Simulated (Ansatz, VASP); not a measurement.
One calculation of ZnSe, two programs

File INCAR:

```
  ALGO = Normal
  EDIFF = 1E-6
  ENCUT = 520
  GGA = PE
  ISIF = 2
  ISMEAR = -1
  LASPH = T
  LCHARG = F
  LREAL = F
  LWAVE = F
  NBANDS = 16
  NELM = 100
  PREC = Accurate
  SIGMA = 0.02
```

KPOINTS

```
k-points
0
Gamma
  8 8 8
```

File POSCAR:

```
ZnSe
1.0
    0.0000000000      2.6820191423      2.6820191423
    2.6820191423      0.0000000000      2.6820191423
    2.6820191423      2.6820191423      0.0000000000
Zn Se
1 1
Direct
    0.0000000000      0.0000000000      0.0000000000
    0.2500000000      0.2500000000      0.2500000000
```

Input for Ansatz:

```yaml
crystal:
  lattice:
    - [0.0, 2.6820191423, 2.6820191423]
    - [2.6820191423, 0.0, 2.6820191423]
    - [2.6820191423, 2.6820191423, 0.0]
  atoms:
    - { symbol: Zn, position: [0.0, 0.0, 0.0] }
    - { symbol: Se, position: [0.25, 0.25, 0.25] }
kpoints:
  mp_grid: { grid: [8, 8, 8] }
  band_path:
    path:
      - [0.0, 0.0, 0.0]
      - [-0.5, -0.5, 0.0]
      - [-0.375, -0.375, 0.25]
      - [-0.375, 0.0, 0.375]
      - [0.0, 0.0, 0.5]
      - [-0.5, -0.25, 0.25]
    npoints: 1
hamiltonian:
  xc: pbe
scf:
  occupations: { method: fermi_dirac, width: 0.02 }
  n_extra_bands: 4
output:
  forces: true
  stress: true
  eigenvalues: true
```

Change from the starting cell: hydrostatic strain -5.3%.

Alike in both runs: task single point; functional PBE; k mesh 8 × 8 × 8; occupations fermi-dirac, width 0.02 eV; no spin polarisation.

```csv
,VASP,Ansatz
version,VASP 6.6.1,Ansatz 0.2.0
potentials or method,"VASP PAW PBE potentials, release 64 (Zn, Se)","plane waves, PAW"
plane-wave cutoff (eV),520,420
valence electrons in the cell,18,28
```

|  | VASP | Ansatz | Ansatz less VASP |
| --- | --- | --- | --- |
| gap on the k mesh at the Fermi level (eV) | 2.00 | 1.99 | -0.012 |
| pressure (GPa) | 18.2 | 17.8 | -0.43 |

VASP's potentials hold 18 valence electrons a cell and Ansatz's 28, so a difference there can come from the potentials and not from the codes.
